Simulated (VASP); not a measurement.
Here is a VASP 6.6.1 calculation.

The input INCAR:

```
  PREC = Accurate
  ENCUT = 600
  EDIFF = 1E-6
  ISMEAR = 0
  SIGMA = 0.1
  LREAL = F
  LASPH = T
  NELM = 60
  ALGO = Normal
  ISIF = 3
  LWAVE = F
  LCHARG = F
  GGA = PS
  IBRION = 2
  NSW = 70
  EDIFFG = -0.008
  PSTRESS = 120.0
```

The input KPOINTS:

```
regular mesh
0
Gamma
  10 10 10
```

File POSCAR:

```
ZrSi2
1.0
    1.7923449295     -7.0641656375      0.0000000000
    1.7923449295      7.0641656375      0.0000000000
    0.0000000000      0.0000000000      3.5705235900
Zr Si
2 4
Direct
    0.8957158607      0.1042841393      0.7500000000
    0.1042841393      0.8957158607      0.2500000000
    0.5546676755      0.4453323245      0.7500000000
    0.4453323245      0.5546676755      0.2500000000
    0.2502123188      0.7497876812      0.7500000000
    0.7497876812      0.2502123188      0.2500000000
```

Potentials or basis: VASP PAW PBE potentials, release 64 (Zr_sv, Si).

Command:

```sh
$ cat potpaw_PBE.64/Zr_sv/POTCAR potpaw_PBE.64/Si/POTCAR > POTCAR
$ mpirun -np 1 vasp_std > vasp.out
```

**Question.** Estimate the space group after relaxing (to 0.1 Å).

**Answer.** Cmcm (No. 63).

**Question.** What does it give for the band gap on the k mesh?

**Answer.** Zero (bands 20 and 21 overlap by 1.26 eV).

**Question.** What does it give for the relaxed cell?

**Answer.** a = 7.239 Å, b = 7.239 Å, c = 3.591 Å, α = 90.00°, β = 90.00°, γ = 151.20°.

**Question.** What does it give for the relaxed volume?

**Answer.** 15.11 Å³/atom.

Forces in eV/Å, atoms in the order of the input:
```
Zr   0.000 -0.002  0.000
Zr   0.000  0.002  0.000
Si   0.000  0.000  0.000
Si   0.000  0.000  0.000
Si   0.000 -0.007  0.000
Si   0.000  0.007  0.000
```

Caveat: the cell is relaxed towards a set pressure, so the run minimises the enthalpy, not the energy; the PAW data sets were made with another functional, which shifts forces and pressure a little.
